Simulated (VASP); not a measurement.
## SrCd: single point with LDA

The system is SrCd.

```
CELL_PARAMETERS angstrom
3.89601 0.00000 0.00000
0.00000 3.89601 0.00000
0.00000 0.00000 3.89601
ATOMIC_POSITIONS crystal
Sr 0.50000 0.50000 0.50000
Cd 0.00000 0.00000 0.00000
```

| Item | Value |
| --- | --- |
| Program | VASP 6.6.1 |
| Task | single point |
| Functional | LDA |
| Potentials or basis | VASP PAW LDA potentials, release 64 (Sr_sv, Cd) |
| Cutoff | 520 eV |
| k mesh | 12 × 12 × 12 |
| Occupations | methfessel-paxton, width 0.05 eV |
| Spin | no spin polarisation |

* Pressure: 0.1 GPa
* Band gap on the k mesh: zero (bands 11 and 12 overlap by 2.27 eV)

Levels at points of the mesh, in eV from the Fermi level:
```tsv
k point	band 8	band 9	band 10	band 11	band 12	band 13	band 14	band 15
(0.00, 0.00, 0.00)	-8.56	-8.56	-6.10	1.31	1.31	4.29	4.29	4.29
(0.50, 0.00, 0.00)	-8.54	-8.54	-3.64	-2.55	1.68	2.26	2.26	5.51
(0.50, 0.50, 0.00)	-8.64	-8.41	-3.30	0.08	0.08	1.20	4.02	4.02
(0.50, 0.50, 0.50)	-8.40	-8.40	-0.96	-0.96	-0.96	-0.67	5.14	5.14
```

It took 32 s on 1 thread of Intel(R) Xeon(R) 6975P-C (Granite Rapids), with other jobs on the host, peak memory 0.21 GiB.
